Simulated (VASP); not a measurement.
Wanted: the native input for a VASP 6.6.1 run.

```yaml
Task: relaxation of cell and atoms
Functional: PBEsol
Potentials_or_basis: VASP PAW PBE potentials, release 64 (Nb_sv, Ru_pv)
Cutoff: 600 eV
k_mesh: 14 × 14 × 12
Occupations: gaussian, width 0.1 eV
Spin: no spin polarisation
Dipole_correction: no
Further_INCAR_settings: ALGO = Normal; EDIFF = 1e-07; IBRION = 2; EDIFFG = -0.005; NSW = 100; ISIF = 3
```

The structure of NbRu lies in POSCAR:

```
NbRu
1.0
    3.0000000000      0.0000000000      0.0000000000
    0.0000000000      3.0000000000      0.0000000000
    0.0000000000      0.0000000000      3.3800000000
Nb Ru
1 1
Direct
    0.0000000000      0.0000000000      0.0000000000
    0.5000000000      0.5000000000      0.5000000000
```

These files were run (other wordings do the same):

INCAR

```
ALGO = Normal ; EDIFF = 1E-7
EDIFFG = -0.005 ; ENCUT = 600
GGA = PS ; IBRION = 2
ISIF = 3 ; ISMEAR = 0
LASPH = True ; LCHARG = False
LREAL = False ; LWAVE = False
NELM = 100 ; NSW = 100
PREC = Accurate ; SIGMA = 0.1
```

KPOINTS

```
k-points
0
Gamma
  14 14 12
```

Potentials or basis: VASP PAW PBE potentials, release 64 (Nb_sv, Ru_pv).

The run is started by

```console
$ cat potpaw_PBE.64/Nb_sv/POTCAR potpaw_PBE.64/Ru_pv/POTCAR > POTCAR
$ mpirun -np 1 vasp_std > vasp.out
```

It gave:

The relaxed volume is 15.46 Å³/atom, the relaxed cell is a = 3.024 Å, b = 3.024 Å, c = 3.382 Å, α = 90.00°, β = 90.00°, γ = 90.00° and the space group after relaxing (to 0.05 Å) is P4/mmm (No. 123). The energy gained by relaxing is 3.7 meV/atom and the ionic steps are 6. The pressure after relaxing is 0.0 GPa.

Caveat: the PAW data sets were made with another functional, which shifts forces and pressure a little.

Run time: 6.2 min on 1 thread of Intel(R) Xeon(R) Platinum 8488C (Sapphire Rapids), on a shared host, peak memory 0.29 GiB.
